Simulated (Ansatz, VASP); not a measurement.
## Two plane-wave programs on AlN

The input INCAR:

```
SYSTEM = AlN
PREC     = Accurate       ! precision mode
ENCUT    = 520            ! plane-wave cutoff, eV
EDIFF    = 1E-6           ! SCF threshold, eV
ISMEAR   = 0              ! smearing method
SIGMA    = 0.05           ! smearing width, eV
LREAL    = .False.        ! projectors in reciprocal space
LASPH    = .True.         ! aspherical terms in the spheres
NELM     = 100            ! most SCF steps
ALGO     = Normal         ! electronic algorithm
ISIF     = 2              ! what is computed and relaxed
LWAVE    = .False.        ! write WAVECAR
LCHARG   = .False.        ! write CHGCAR
GGA      = CA             ! functional
NBANDS   = 16             ! bands
```

The input KPOINTS:

```
Automatic mesh
0
Gamma
  9 9 6
  0 0 0
```

The input POSCAR:

```
AlN
1.0
    3.1986817736      0.0000000000      0.0000000000
   -1.5993408868      2.7701396745      0.0000000000
    0.0000000000      0.0000000000      4.7088346859
Al N
2 2
Direct
    0.3333333333      0.6666666667      0.0000000000
    0.6666666667      0.3333333333      0.5000000000
    0.3333333333      0.6666666667      0.3850000000
    0.6666666667      0.3333333333      0.8850000000
```

Input for Ansatz:

```yaml
crystal:
  lattice:
    - [3.1986817736, 0.0, 0.0]
    - [-1.5993408868, 2.7701396745, 0.0]
    - [0.0, 0.0, 4.7088346859]
  atoms:
    - { symbol: Al, position: [0.3333333333, 0.6666666667, 0.0] }
    - { symbol: Al, position: [0.6666666667, 0.3333333333, 0.5] }
    - { symbol: "N", position: [0.3333333333, 0.6666666667, 0.385] }
    - { symbol: "N", position: [0.6666666667, 0.3333333333, 0.885] }
basis:
  ecutwfc: 420
kpoints:
  mp_grid: { grid: [9, 9, 6] }
hamiltonian:
  xc: lda
scf:
  occupations: { method: gaussian, width: 0.05 }
output:
  forces: true
  stress: true
  eigenvalues: true
```

Alike in both runs: task single point; functional LDA; k mesh 9 × 9 × 6; occupations gaussian, width 0.05 eV; no spin polarisation.

```csv
,VASP,Ansatz
version,VASP 6.6.1,Ansatz 0.2.0
potentials or method,"VASP PAW LDA potentials, release 64 (Al, N), cutoff 520 eV","scalar-relativistic, plane waves, PAW"
valence electrons in the cell,16,16
```

|  | VASP | Ansatz | Ansatz less VASP |
| --- | --- | --- | --- |
| gap on the k mesh at the Fermi level (eV) | 3.95 | 3.94 | -0.003 |
| least direct gap on the mesh (eV) | 3.95 | 3.94 | -0.003 |
| pressure (GPa) | -3.3 | -3.8 | -0.58 |
| traceless stress, the component that is largest in VASP (GPa) | 21.13 | 20.74 | -0.391 |
| rms of the force components (eV/Å) | 0.618 | 0.596 | -0.0222 |

LDA's correlation is that of Perdew and Zunger in VASP and of Perdew and Wang (1992) in Ansatz. Atom by atom the forces differ by 0.022 eV/Å (rms over components).
